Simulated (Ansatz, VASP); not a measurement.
MoS2 in VASP and in Ansatz

Contents of INCAR:

```
SYSTEM = MoS2
PREC = Accurate
ENCUT = 520
EDIFF = 1E-8
ISMEAR = -1
SIGMA = 0.02
LREAL = .FALSE.
LASPH = .TRUE.
NELM = 150
ALGO = Normal
ISIF = 2
LWAVE = .FALSE.
LCHARG = .FALSE.
ISPIN = 2
MAGMOM = 2 2 0 0 0 0
LORBIT = 11
LMAXMIX = 4
GGA = PE
LEFG = .TRUE.
NBANDS = 39
```

File KPOINTS:

```
Automatic mesh
0
G
  11 11 3
  0 0 0
```

File POSCAR:

```
MoS2
1.0
    3.1854323130      0.0000000000      0.0000000000
   -1.5927161565      2.7586653051      0.0000000000
    0.0000000000      0.0000000000     13.1783909070
Mo S
2 4
Direct
    0.0000000000      0.0000000000      0.2500000000
    0.0000000000      0.0000000000      0.7500000000
    0.3333333333      0.6666666667      0.3677430400
    0.6666666667      0.3333333333      0.6322569600
    0.6666666667      0.3333333333      0.8677430400
    0.3333333333      0.6666666667      0.1322569600
```

Input for Ansatz:

```yaml
crystal:
  lattice:
    - [3.185432313, 0.0, 0.0]
    - [-1.5927161565, 2.7586653051, 0.0]
    - [0.0, 0.0, 13.178390907]
  atoms:
    - { symbol: Mo, position: [0.0, 0.0, 0.25], spin: 2.0 }
    - { symbol: Mo, position: [0.0, 0.0, 0.75], spin: 2.0 }
    - { symbol: S, position: [0.3333333333, 0.6666666667, 0.36774304] }
    - { symbol: S, position: [0.6666666667, 0.3333333333, 0.63225696] }
    - { symbol: S, position: [0.6666666667, 0.3333333333, 0.86774304] }
    - { symbol: S, position: [0.3333333333, 0.6666666667, 0.13225696] }
magnetization:
  spin_polarized: true
kpoints:
  mp_grid: { grid: [11, 11, 3] }
scf:
  occupations: { method: fermi_dirac, width: 0.02 }
hamiltonian:
  xc: pbe
  pseudopotentials: { kind: paw }
output:
  forces: true
  stress: true
  populations: true
  efg:
    quadrupole_moments_barn: { Mo: -0.022, S: -0.0694 }
    contact_densities: true
```

Alike in both runs: task electric field gradients; functional PBE; k mesh 11 × 11 × 3; occupations fermi-dirac, width 0.02 eV; collinear spin.

|  | VASP | Ansatz |
| --- | --- | --- |
| version | VASP 6.6.1 | Ansatz 0.2.0 |
| potentials or method | VASP PAW PBE potentials, release 64 (Mo_sv, S) | plane-wave PAW, scalar-relativistic |
| plane-wave cutoff (eV) | 520 | 420 |
| valence electrons in the cell | 52 | 52 |

|  | VASP | Ansatz | Ansatz less VASP |
| --- | --- | --- | --- |
| gap on the k mesh at the Fermi level (eV) | 1.23 | 1.21 | -0.015 |
| pressure (GPa) | 1.2 | 1.3 | +0.12 |
| traceless stress, the component that is largest in VASP (GPa) | 1.00 | 1.04 | +0.038 |
| rms of the force components (eV/Å) | 0.070 | 0.076 | +0.0060 |
| net moment per atom (μB) | 0.00 | 0.00 | 0.000 |
| size of Vzz on the site where it differs most (V/Å²) | 81.8 | 78.7 | -3.13 |

Atom by atom the forces differ by 0.006 eV/Å (rms over components). Ansatz's warnings: seeded moment not kept.
